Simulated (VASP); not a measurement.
Wanted: the native input for a VASP 6.6.1 run.

```yaml
Task: single point
Functional: LDA
Potentials_or_basis: VASP PAW LDA potentials, release 64 (Zn, S)
Cutoff: 520 eV
k_mesh: 10 × 10 × 10
Occupations: gaussian, width 0.05 eV
Spin: no spin polarisation
Dipole_correction: no
Further_INCAR_settings: ALGO = Normal; EDIFF = 1e-07; NBANDS = 16
```

The structure of ZnS lies in POSCAR:

```
ZnS
1.0
    0.0000000000      2.9210220000      2.4882780000
    2.9210220000      0.0000000000      2.4882780000
    2.9210220000      2.9210220000      0.0000000000
Zn S
1 1
Direct
    0.0000000000      0.0000000000      0.0000000000
    0.7500000000      0.7500000000      0.7500000000
```

This cell differs from its parent crystal: strain +0.080 along x and y, -0.080 along z.

These files were run (other wordings do the same):

INCAR

```
PREC = Accurate
ENCUT = 520
EDIFF = 1E-7
ISMEAR = 0
SIGMA = 0.05
LREAL = F
LASPH = T
NELM = 60
ALGO = Normal
ISIF = 2
LWAVE = F
LCHARG = T
GGA = CA
LELF = T
LVHAR = T
NBANDS = 16
```

KPOINTS

```
regular mesh
0
Gamma
  10 10 10
```

Potentials or basis: VASP PAW LDA potentials, release 64 (Zn, S).

Command:

```bash
$ cat potpaw_LDA.64/Zn/POTCAR potpaw_LDA.64/S/POTCAR > POTCAR
$ mpirun -np 1 vasp_std > vasp.out
```

It gave:

| Quantity | Value |
| --- | --- |
| Pressure | -8.9 GPa |
| Band gap on the k mesh | 1.24 eV, direct |

Caveat: the cell differs from its parent crystal (strain +0.080 along x and y, -0.080 along z).

Wall time 45 s on 1 thread of AMD EPYC 7R43 64-Core Processor (Zen 3) (shared host), peak memory 0.16 GiB.
